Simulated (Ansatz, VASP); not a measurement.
# One calculation of Zr, two programs

INCAR

```
SYSTEM = Zr
PREC = Accurate ; ENCUT = 520
EDIFF = 1E-6 ; ISMEAR = -1
SIGMA = 0.05 ; LREAL = .False.
LASPH = .True. ; NELM = 100
ALGO = Normal ; ISIF = 2
LWAVE = .False. ; LCHARG = .False.
GGA = PE ; NBANDS = 19
```

The input KPOINTS:

```
Automatic mesh
0
Gamma
  15 15 8
  0 0 0
```

The input POSCAR:

```
Zr
1.0
    2.3871412565      0.0000000000      0.0000000000
   -1.1935706282      2.0673249705      0.0000000000
    0.0000000000      0.0000000000      4.2647780194
Zr
2
Direct
    0.3333333333      0.6666666667      0.2500000000
    0.6666666667      0.3333333333      0.7500000000
```

Input for Ansatz:

```yaml
crystal:
  lattice:
    - [2.3871412565, 0.0, 0.0]
    - [-1.1935706282, 2.0673249705, 0.0]
    - [0.0, 0.0, 4.2647780194]
  atoms:
    - { symbol: Zr, position: [0.3333333333, 0.6666666667, 0.25] }
    - { symbol: Zr, position: [0.6666666667, 0.3333333333, 0.75] }
kpoints:
  mp_grid: { grid: [15, 15, 8] }
  band_path:
    path:
      - [0.0, 0.0, 0.0]
      - [0.5, 0.0, 0.0]
      - [0.3333333333, 0.3333333333, 0.0]
      - [0.0, 0.0, 0.0]
      - [0.0, 0.0, 0.5]
      - [0.5, 0.0, 0.5]
      - [0.3333333333, 0.3333333333, 0.5]
      - [0.0, 0.0, 0.5]
      - [0.5, 0.0, 0.5]
    npoints: 8
scf:
  occupations: { method: fermi_dirac, width: 0.05 }
hamiltonian:
  xc: pbe
  pseudopotentials: { kind: all_electron, lapw: { basis_error: 0.001 } }
output:
  forces: true
  stress: true
  eigenvalues: true
  populations: true
  dos: { projected: true, de: 0.2, e_range: [-14, 8] }
```

Change from the starting cell: volume scaled by 0.45, LAPW.

Alike in both runs: task single point; functional PBE; k mesh 15 × 15 × 8; occupations fermi-dirac, width 0.05 eV; no spin polarisation.

|  | VASP | Ansatz |
| --- | --- | --- |
| version | VASP 6.6.1 | Ansatz 0.2.0 |
| potentials or method | VASP PAW PBE potentials, release 64 (Zr_sv), cutoff 520 eV | all-electron LAPW, scalar-relativistic |

VASP gave:

* pressure (GPa): 274.2
* traceless stress, the component that is largest in VASP (GPa): -0.76

Task: What did Ansatz give for the same quantities?

Result: Pressure (GPa): 271.3; traceless stress, the component that is largest in VASP (GPa): 0.22.

Both programs put the cell under a high pressure, so it lies far from rest at this level. Ansatz ran all-electron here, and VASP with PAW potentials.

Noted on VASP's run: the cell as given lies far from equilibrium.
